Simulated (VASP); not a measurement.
# P (P4/mmm) in VASP: a series of runs

Runs on P. Level: r2SCAN. Tasks: single point.

All numbers are computed with VASP 6.6.1; they aren't measurements. Logs are shortened: lines on timing, memory, paths and dates and some standing lists are left out, and cuts for length are marked.

### Step 1. The cell of the first run

It takes space group P4/mmm (No. 123, tetragonal). Conventional cell: a = 2.450 Å, b = 2.450 Å, c = 2.389 Å, α = 90.00°, β = 90.00°, γ = 90.00°. Within 3.2 Å of P (site symmetry 4/mmm) lie 6 P at 2.39 to 2.45 Å.

### Step 2. Single point, r2SCAN (uniaxial strain along c: -2.0 %)

POSCAR

```
P
1.0
    2.4495334337      0.0000000000      0.0000000000
    0.0000000000      2.4495334337      0.0000000000
    0.0000000000      0.0000000000      2.3885997662
P
1
Direct
    0.0000000000      0.0000000000      0.0000000000
```

INCAR.step1

```
SYSTEM = P
PREC     = Accurate       ! precision mode
ENCUT    = 520            ! plane-wave cutoff, eV
ISMEAR   = 0              ! smearing method
SIGMA    = 0.1            ! smearing width, eV
LREAL    = .False.        ! projectors in reciprocal space
LASPH    = .True.         ! aspherical terms in the spheres
NELM     = 80             ! most SCF steps
NBANDS   = 8              ! bands
GGA      = PE             ! functional
ALGO     = Normal         ! electronic algorithm
EDIFF    = 1E-4           ! SCF threshold, eV
LWAVE    = .True.         ! write WAVECAR
LCHARG   = .False.        ! write CHGCAR
```

INCAR.step2

```
SYSTEM = P
PREC     = Accurate       ! precision mode
ENCUT    = 520            ! plane-wave cutoff, eV
EDIFF    = 1E-7           ! SCF threshold, eV
ISMEAR   = 0              ! smearing method
SIGMA    = 0.1            ! smearing width, eV
LREAL    = .False.        ! projectors in reciprocal space
LASPH    = .True.         ! aspherical terms in the spheres
NELM     = 80             ! most SCF steps
ALGO     = Normal         ! electronic algorithm
ISIF     = 2              ! what is computed and relaxed
LWAVE    = .False.        ! write WAVECAR
LCHARG   = .False.        ! write CHGCAR
METAGGA  = R2SCAN         ! meta-GGA
LMIXTAU  = .True.       
NBANDS   = 8              ! bands
ISTART   = 1
```

KPOINTS

```
regular mesh
0
Gamma
  22 22 22
  0 0 0
```

Potentials or basis: VASP PAW PBE potentials, release 64 (P).

Command:

```
cat potpaw_PBE.64/P/POTCAR > POTCAR
cp INCAR.step1 INCAR
mpirun -np 1 vasp_std > vasp.out
cp INCAR.step2 INCAR
mpirun -np 1 vasp_std > vasp.out
```

OUTCAR:

```text
SYSTEM = P
   PREC = Accurate
   ENCUT = 520
   EDIFF = 1E-7
   ISMEAR = 0
   LREAL = .False.
   LASPH = .True.
   NELM = 80
   ISIF = 2
   METAGGA = R2SCAN
   ISTART = 1

 ion  position               nearest neighbor table
   1  0.000  0.000  0.000-

  LATTYP: Found a simple tetragonal cell.
 ALAT       =     2.4495334337
 C/A-ratio  =     0.9751243781

  Lattice vectors:

 A1 = (   2.4495334337,   0.0000000000,   0.0000000000)
 A2 = (   0.0000000000,   2.4495334337,   0.0000000000)
 A3 = (   0.0000000000,   0.0000000000,   2.3885997662)

Analysis of symmetry for initial positions (statically):
=====================================================================
 Subroutine PRICEL returns:
 Original cell was already a primitive cell.

 Routine SETGRP: Setting up the symmetry group for a
 simple tetragonal supercell.

 Subroutine GETGRP returns: Found 16 space group operations
 (whereof 16 operations were pure point group operations)
 out of a pool of 16 trial point group operations.

The static configuration has the point symmetry D_4h.

Analysis of symmetry for dynamics (positions and initial velocities):
=====================================================================
 Subroutine PRICEL returns:
 Original cell was already a primitive cell.

 Routine SETGRP: Setting up the symmetry group for a
 simple tetragonal supercell.

 Subroutine GETGRP returns: Found 16 space group operations
 (whereof 16 operations were pure point group operations)
 out of a pool of 16 trial point group operations.

The dynamic configuration has the point symmetry D_4h.

 Subroutine INISYM returns: Found 16 space group operations
 (whereof 16 operations are pure point group operations),
 and found     1 'primitive' translations

----------------------------------------------------------------------------------------

                                     Primitive cell

  volume of cell :      14.3321

  direct lattice vectors                    reciprocal lattice vectors
     2.449533434  0.000000000  0.000000000     0.408241009  0.000000000  0.000000000
     0.000000000  2.449533434  0.000000000     0.000000000  0.408241009  0.000000000
     0.000000000  0.000000000  2.388599766     0.000000000  0.000000000  0.418655320

[... 79 lines left out ...]
   ENCUT  =  520.0 eV  38.22 Ry    6.18 a.u.   4.55  4.55  4.44*2*pi/ulx,y,z
   NELM   =     80;   NELMIN=  2; NELMDL=  0     # of ELM steps
   EDIFF  = 0.1E-06   stopping-criterion for ELM
   LREAL  =      F    real-space projection
   EDIFFG = 0.1E-05   stopping-criterion for IOM
   NSW    =      0    number of steps for IOM
   IBRION =     -1    ionic relax: 0-MD 1-quasi-New 2-CG
   NFREE  =      0    steps in history (QN), initial steepest desc. (CG)
   ISIF   =      2    stress and relaxation
   ISYM   =      2    0-nonsym 1-usesym 2-fastsym
   POTIM  = 0.5000    time-step for ionic-motion
   TEBEG  =    0.0;   TEEND  =   0.0 temperature during run
   PSTRESS=    0.0 pullay stress
   NELECT =       5.0000    total number of electrons
   NUPDOWN=      -1.0000    fix difference up-down
   EMIN   =  10.00;   EMAX   =-10.00  energy-range for DOS
   EFERMI =   0.00;   METHOD = LEGACY
   ISMEAR =     0;   SIGMA  =   0.10  broadening in eV -4-tet -1-fermi 0-gaus
   EFERMI_NEDOS =   21; number of points for ismear=-14 and -15
   IALGO  =     38    algorithm
   IMIX   =      4    mixing-type and parameters
     AMIX     =   0.40;   BMIX     =  1.00
     AMIX_MAG =   1.60;   BMIX_MAG =  1.00
  volume/ion in A,a.u.               =      14.33        96.72
  Fermi-wavevector in a.u.,A,eV,Ry     =   1.152466  2.177845 18.070957  1.328178
  Thomas-Fermi vector in A             =   2.289117
   LORBIT       =      0    0 simple, 1 ext, 2 COOP (PROOUT), +10 PAW based schemes
   METAGGA = R2SCAN    functional components
   LHFCALC =     F    Hartree Fock is set to
   AEXX    =    0.0000 exact exchange contribution
   IVDW    =     0    specifies the selected vdW correction
   LEPSILON=     F    determine dielectric tensor
   LRPA    =     F    only Hartree local field effects (RPA)
 non-spin polarized calculation
 Gauss-broadening in eV      SIGMA  =   0.10
  energy-cutoff  :      520.00
  volume of cell :       14.33
 maximum number of plane-waves:       405
   NGX =  9   NGY =  9   NGZ =  9

 number of electron       4.9999999 magnetization

 Free energy of the ion-electron system (eV)
  ---------------------------------------------------
  ext. energy  EPLUGINS =         0.00000000
  ---------------------------------------------------
  free energy    TOTEN  =        -8.81454759 eV

  energy without entropy =       -8.81331527  energy(sigma->0) =       -8.81393143

 E-fermi :   9.8243     XC(G=0): -11.9455

 val. band max:        9.8139260794   @ k =   0.5000   0.0455   0.2727
 cond. band min:       9.8408163538   @ k =   0.2727   0.2727   0.4545
 fundamental gap:      0.0268902744
 Fermi energy:         9.8242699092

 k-point     1 :       0.0000    0.0000    0.0000
  band No.  band energies     occupation
      1      -7.6737      2.00000
      2      14.8729      0.00000
      3      14.8729      0.00000
      4      16.0252      0.00000
      5      16.8139      0.00000
      6      17.0968      0.00000
      7      25.6630      0.00000
      8      35.4254      0.00000
[... 243 lines left out ...]
 k-point    24 :       0.0909    0.0909    0.0000
  band No.  band energies     occupation
      1      -7.2818      2.00000
      2      11.8772      0.00000
      3      12.8669      0.00000
      4      16.3346      0.00000
      5      18.8121      0.00000
      6      20.5140      0.00000
      7      26.6760      0.00000
      8      32.5223      0.00000

 [... further k-points ...]

------------------------ aborting loop because EDIFF is reached ----------------------------------------

  FORCE on cell =-STRESS in cart. coord.  units (eV):
  Direction    XX          YY          ZZ          XY          YZ          ZX
  --------------------------------------------------------------------------------------
  -------------------------------------------------------------------------------------
  Total       -0.1720518     -0.1720518      0.5374765      0.0000000      0.0000000      0.0000000
  in kB      -19.2335584    -19.2335584     60.0841534      0.0000000      0.0000000      0.0000000
  external PRESSURE =       7.2056789 kB  Pullay stress =       0.0000000 kB

 VOLUME and BASIS-vectors are now :
 -----------------------------------------------------------------------------
  energy-cutoff  :      520.00
  volume of cell :       14.33
      direct lattice vectors                 reciprocal lattice vectors
     2.449533434  0.000000000  0.000000000     0.408241009  0.000000000  0.000000000
     0.000000000  2.449533434  0.000000000     0.000000000  0.408241009  0.000000000
     0.000000000  0.000000000  2.388599766     0.000000000  0.000000000  0.418655320

 POSITION                                       TOTAL-FORCE (eV/Angst)
 -----------------------------------------------------------------------------------
      0.00000      0.00000      0.00000         0.000000      0.000000      0.000000
 -----------------------------------------------------------------------------------
    total drift:                                0.000000      0.000000     -0.000000

  FREE ENERGIE OF THE ION-ELECTRON SYSTEM (eV)
  ---------------------------------------------------
  free  energy   TOTEN  =        -8.8145475854 eV

  energy  without entropy=       -8.8133152730  energy(sigma->0) =       -8.81393143
```

OUTCAR.step1:

```text
SYSTEM = P
   PREC = Accurate
   ENCUT = 520
   ISMEAR = 0
   LREAL = .False.
   LASPH = .True.
[... 481 lines left out ...]
 POSITION                                       TOTAL-FORCE (eV/Angst)
 -----------------------------------------------------------------------------------
      0.00000      0.00000      0.00000         0.000000      0.000000      0.000000
 -----------------------------------------------------------------------------------
    total drift:                               -0.000000     -0.000000      0.000000

  FREE ENERGIE OF THE ION-ELECTRON SYSTEM (eV)
  ---------------------------------------------------
  free  energy   TOTEN  =        -5.2680961275 eV

  energy  without entropy=       -5.2667603874  energy(sigma->0) =       -5.26742826
```

Run time: 15 min. Hardware: 1 thread of Intel Xeon 8259CL, shared host; peak memory 0.16 GiB.

What came out:

```yaml
Free_energy: -8.8145 eV
Pressure: 0.7 GPa
Band_gap_on_the_k_mesh: zero (an odd number of electrons rules out a gap without spin polarisation)
```

Caveat: the cell differs from its parent crystal (uniaxial strain along c: -2.0 %); the stress differs along the axes, from -2 to 6 GPa; the PAW data sets were made with another functional, which shifts forces and pressure a little; an odd number of electrons without spin polarisation forces a metal; a magnetic or distorted state may lie lower.

### Step 3. Single point, r2SCAN (uniaxial strain along c: -1.0 %, then relaxed in part)

POSCAR

```
P
1.0
    2.4381086442      0.0000000000      0.0000000000
    0.0000000000      2.4381086442      0.0000000000
    0.0000000000      0.0000000000      2.4129732332
P
1
Direct
    0.0000000000      0.0000000000      0.0000000000
```

INCAR.step1

```
  PREC = Accurate
  ENCUT = 520
  ISMEAR = 0
  SIGMA = 0.1
  LREAL = F
  LASPH = T
  NELM = 60
  NBANDS = 8
  GGA = PE
  ALGO = Normal
  EDIFF = 1E-4
  LWAVE = T
  LCHARG = F
```

INCAR.step2

```
  PREC = Accurate
  ENCUT = 520
  EDIFF = 1E-6
  ISMEAR = 0
  SIGMA = 0.1
  LREAL = F
  LASPH = T
  NELM = 60
  ALGO = Normal
  ISIF = 2
  LWAVE = F
  LCHARG = F
  METAGGA = R2SCAN
  LMIXTAU = T
  NBANDS = 8
  ISTART = 1
```

KPOINTS

```
regular mesh
0
Gamma
  22 22 22
```

Potentials or basis: VASP PAW PBE potentials, release 64 (P).

Command:

```
cat potpaw_PBE.64/P/POTCAR > POTCAR
cp INCAR.step1 INCAR
mpirun -np 1 vasp_std > vasp.out
cp INCAR.step2 INCAR
mpirun -np 1 vasp_std > vasp.out
```

Wall time 9.6 min (1 thread of Intel Xeon 8259CL, shared host); peak memory 0.16 GiB.

It converged, with:

```
Free energy            : -8.8194 eV
Pressure               : 0.5 GPa
Band gap on the k mesh : zero (an odd number of electrons rules out a gap without spin polarisation)
```

Stress tensor (GPa, compression positive):
```
-0.49  0.00  0.00
 0.00 -0.49  0.00
 0.00  0.00  2.53
```

Levels at points of the mesh, in eV from the Fermi level:
```
           k point  band 1  band 2  band 3  band 4  band 5  band 6
(0.00, 0.00, 0.00)  -17.47    5.28    5.28    5.75    7.10    7.22
(0.50, 0.00, 0.00)  -12.93   -9.17    8.31    8.78    9.81   15.13
(0.50, 0.50, 0.00)   -7.94   -5.68   -5.68    1.23   11.62   18.19
(0.00, 0.00, 0.50)  -12.72   -9.19    8.47    8.47    9.87   15.09
(0.50, 0.00, 0.50)   -7.69   -5.73   -5.52    1.25   11.32   17.73
(0.50, 0.50, 0.50)   -2.53   -2.30   -2.30   -1.27    4.98    4.98
```

Caveat: the cell differs from its parent crystal (uniaxial strain along c: -1.0 %, then relaxed in part); the PAW data sets were made with another functional, which shifts forces and pressure a little; an odd number of electrons without spin polarisation forces a metal; a magnetic or distorted state may lie lower.

### Step 4. Single point, r2SCAN (uniaxial strain along c: -1.0 %)

POSCAR

```
P
1.0
    2.4434400669      0.0000000000      0.0000000000
    0.0000000000      2.4434400669      0.0000000000
    0.0000000000      0.0000000000      2.4129732332
P
1
Direct
    0.0000000000      0.0000000000      0.0000000000
```

INCAR.step1

```
PREC = Accurate ; ENCUT = 520
ISMEAR = 0 ; SIGMA = 0.1
LREAL = F ; LASPH = T
NELM = 80 ; NBANDS = 8
GGA = PE ; ALGO = Normal
EDIFF = 1E-4 ; LWAVE = T
LCHARG = F
```

INCAR.step2

```
PREC = Accurate ; ENCUT = 520
EDIFF = 1E-7 ; ISMEAR = 0
SIGMA = 0.1 ; LREAL = F
LASPH = T ; NELM = 80
ALGO = Normal ; ISIF = 2
LWAVE = F ; LCHARG = F
METAGGA = R2SCAN ; LMIXTAU = T
NBANDS = 8 ; ISTART = 1
```

KPOINTS is that of step 3.

Potentials or basis: VASP PAW PBE potentials, release 64 (P).

Command:

```
cat potpaw_PBE.64/P/POTCAR > POTCAR
cp INCAR.step1 INCAR
mpirun -np 1 vasp_std > vasp.out
cp INCAR.step2 INCAR
mpirun -np 1 vasp_std > vasp.out
```

OUTCAR:

```text
PREC = Accurate
   ENCUT = 520
   EDIFF = 1E-7
   ISMEAR = 0
   LREAL = F
   LASPH = T
   NELM = 80
   ISIF = 2
   METAGGA = R2SCAN
   ISTART = 1

 ion  position               nearest neighbor table
   1  0.000  0.000  0.000-

  LATTYP: Found a simple tetragonal cell.
 ALAT       =     2.4434400669
 C/A-ratio  =     0.9875311721

  Lattice vectors:

 A1 = (   2.4434400669,   0.0000000000,   0.0000000000)
[... 442 lines left out ...]
      6      20.5783      0.00000
      7      26.5693      0.00000
      8      32.6203      0.00000

 [... further k-points ...]

------------------------ aborting loop because EDIFF is reached ----------------------------------------

  FORCE on cell =-STRESS in cart. coord.  units (eV):
  Direction    XX          YY          ZZ          XY          YZ          ZX
  --------------------------------------------------------------------------------------
  -------------------------------------------------------------------------------------
  Total       -0.1116480     -0.1116480      0.2155326      0.0000000      0.0000000     -0.0000000
  in kB      -12.4166818    -12.4166818     23.9699830      0.0000000      0.0000000     -0.0000000
  external PRESSURE =      -0.2877935 kB  Pullay stress =       0.0000000 kB

 VOLUME and BASIS-vectors are now :
 -----------------------------------------------------------------------------
  energy-cutoff  :      520.00
  volume of cell :       14.41
      direct lattice vectors                 reciprocal lattice vectors
     2.443440067  0.000000000  0.000000000     0.409259066  0.000000000  0.000000000
     0.000000000  2.443440067  0.000000000     0.000000000  0.409259066  0.000000000
     0.000000000  0.000000000  2.412973233     0.000000000  0.000000000  0.414426479

 POSITION                                       TOTAL-FORCE (eV/Angst)
 -----------------------------------------------------------------------------------
      0.00000      0.00000      0.00000         0.000000      0.000000      0.000000
 -----------------------------------------------------------------------------------
    total drift:                               -0.000000     -0.000000      0.000000

  FREE ENERGIE OF THE ION-ELECTRON SYSTEM (eV)
  ---------------------------------------------------
  free  energy   TOTEN  =        -8.8190572069 eV

  energy  without entropy=       -8.8178171535  energy(sigma->0) =       -8.81843718
```

OSZICAR.step1:

```text
N       E                     dE             d eps       ncg     rms          rms(c)
DAV:   1     0.701240504552E+00    0.70124E+00   -0.21513E+03 15720   0.451E+02
DAV:   2    -0.521553377828E+01   -0.59168E+01   -0.56383E+01 21712   0.495E+01
DAV:   3    -0.527090655036E+01   -0.55373E-01   -0.55337E-01 16752   0.530E+00
DAV:   4    -0.527099239432E+01   -0.85844E-04   -0.85841E-04 24344   0.227E-01
DAV:   5    -0.527099247641E+01   -0.82092E-07   -0.82812E-07 16632   0.361E-03    0.471E+00
DAV:   6    -0.527218312682E+01   -0.11907E-02   -0.54443E-04 20448   0.215E-01    0.279E+00
DAV:   7    -0.527333818399E+01   -0.11551E-02   -0.16041E-03 17552   0.367E-01    0.115E-01
DAV:   8    -0.527343178535E+01   -0.93601E-04   -0.91410E-05 20208   0.749E-02
   1 F= -.52734318E+01 E0= -.52727927E+01  d E =-.127816E-02
```

It took 14 min on 1 thread of Intel Xeon 8259CL, shared host; peak memory 0.16 GiB.

Results:

```yaml
Free_energy: -8.8191 eV
Pressure: 0.0 GPa
Band_gap_on_the_k_mesh: zero (an odd number of electrons rules out a gap without spin polarisation)
```

Stress tensor (GPa, compression positive):
```
-1.24  0.00  0.00
 0.00 -1.24  0.00
 0.00  0.00  2.40
```

Caveat: the cell differs from its parent crystal (uniaxial strain along c: -1.0 %); the PAW data sets were made with another functional, which shifts forces and pressure a little; an odd number of electrons without spin polarisation forces a metal; a magnetic or distorted state may lie lower.

### Step 5. The runs side by side

| cell | gap on the mesh (eV) | pressure (GPa) |
| --- | --- | --- |
| a = 2.450, b = 2.450, c = 2.389 Å, 1 atom | none | 0.7 |
| a = 2.438, b = 2.438, c = 2.413 Å, 1 atom | none | 0.5 |
| a = 2.443, b = 2.443, c = 2.413 Å, 1 atom | none | 0.0 |

Alike in all rows: task single point; level r2SCAN; potentials or basis VASP PAW PBE potentials, release 64 (P); no spin polarisation; k mesh 22 × 22 × 22; cutoff (eV) 520; smearing gaussian 0.1 eV.

Caveats: the PAW data sets were made with another functional, which shifts forces and pressure a little; an odd number of electrons without spin polarisation forces a metal; a magnetic or distorted state may lie lower; the stress differs along the axes, from -2 to 6 GPa (at least some runs).

Absolute energies hang on the potentials; compare differences alone.

The gap in the log of VASP goes by the Fermi energy; the results here count the filled bands.